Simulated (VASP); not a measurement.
# P: single point with r2SCAN

The system is P, a slab with vacuum.

```xyz
4
Lattice="3.3398 0.0000 0.0000 0.0000 35.3815 0.0000 0.0000 0.0000 4.7057" Properties=species:S:1:pos:R:3 pbc="T T T"
P     0.0000   34.3473    2.7967
P     0.0000    1.0341    1.9089
P     1.6699    1.0341    0.4439
P     1.6699   34.3473    4.2618
```

This cell differs from its parent crystal: equal strain along all axes, cell held: +1.5 %, then relaxed in part.

* Program: VASP 6.6.1
* Task: single point
* Functional: r2SCAN
* Potentials or basis: VASP PAW PBE potentials, release 64 (P)
* Cutoff: 520 eV
* k mesh: 8 × 1 × 6
* Occupations: gaussian, width 0.02 eV
* Spin: no spin polarisation

```
Largest force          : 0.090 eV/Å
Band gap on the k mesh : 1.27 eV
```

Forces in eV/Å, atoms in the order of the input:
```
P    0.000  0.057  0.069
P    0.000 -0.057 -0.069
P    0.000 -0.057  0.069
P    0.000  0.057 -0.069
```

Levels at points of the mesh, in eV from the valence-band top:
```tsv
k point	band 7	band 8	band 9	band 10	band 11	band 12	band 13	band 14
(0.00, 0.00, 0.00)	-3.76	-2.13	-1.54	0.00	1.27	1.68	2.67	3.29
(0.50, 0.00, 0.00)	-2.87	-2.87	-1.99	-1.99	1.47	1.47	2.60	2.60
(0.00, 0.00, 0.50)	-2.91	-2.91	-1.55	-1.55	2.17	2.17	3.86	3.86
(0.50, 0.00, 0.50)	-4.60	-4.60	-1.08	-1.08	2.60	2.60	3.92	3.92
```

Run time: 78 min on 1 thread of Intel Xeon 8259CL, on a shared host, peak memory 0.75 GiB.

Caveat: the cell differs from its parent crystal (equal strain along all axes, cell held: +1.5 %, then relaxed in part); there is no dipole correction, which matters where the two faces differ; the PAW data sets were made with another functional, which shifts forces and pressure a little.
